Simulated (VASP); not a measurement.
Wanted: the native input for a VASP 6.6.1 run.

| Item | Value |
| --- | --- |
| Task | single point |
| Functional | PBE |
| Potentials or basis | VASP PAW PBE potentials, release 64 (Li_sv, Zn, Ge_d, Se) |
| Cutoff | 520 eV |
| k mesh | 6 × 6 × 6 |
| Occupations | gaussian, width 0.01 eV |
| Spin | no spin polarisation |
| Dipole correction | no |
| Further INCAR settings | ALGO = Normal; EDIFF = 1e-06; NBANDS = 38 |

The structure of Li2ZnGeSe4 lies in POSCAR:

```
Li2ZnGeSe4
1.0
   -2.8706101206      2.8706101206      6.0940452089
    2.8706101206     -2.8706101206      6.0940452089
    2.8706101206      2.8706101206     -6.0940452089
Li Zn Ge Se
2 1 1 4
Direct
    0.7500000000      0.2500000000      0.5000000000
    0.2500000000      0.7500000000      0.5000000000
    0.0000000000      0.0000000000      0.0000000000
    0.5000000000      0.5000000000      0.0000000000
    0.8624044664      0.8624044664      0.4837735353
    0.1375955336      0.6213690688      0.0000000000
    0.6213690688      0.1375955336      0.0000000000
    0.3786309312      0.3786309312      0.5162264647
```

One way to write it, as run:

INCAR

```
PREC = Accurate ; ENCUT = 520
EDIFF = 1E-6 ; ISMEAR = 0
SIGMA = 0.01 ; LREAL = False
LASPH = True ; NELM = 80
ALGO = Normal ; ISIF = 2
LWAVE = False ; LCHARG = False
GGA = PE ; NBANDS = 38
```

KPOINTS

```
Automatic mesh
0
Gamma
  6 6 6
```

Potentials or basis: VASP PAW PBE potentials, release 64 (Li_sv, Zn, Ge_d, Se).

Command:

```console
$ cat potpaw_PBE.64/Li_sv/POTCAR potpaw_PBE.64/Zn/POTCAR potpaw_PBE.64/Ge_d/POTCAR potpaw_PBE.64/Se/POTCAR > POTCAR
$ mpirun -np 1 vasp_std > vasp.out
```

It gave:

| Property | Result |
| --- | --- |
| Largest force | 0.258 eV/Å |
| Band gap on the k mesh | 0.97 eV |

It took 3.1 min on 1 thread of Intel(R) Xeon(R) 6975P-C (Granite Rapids), with other jobs on the host, peak memory 0.53 GiB.
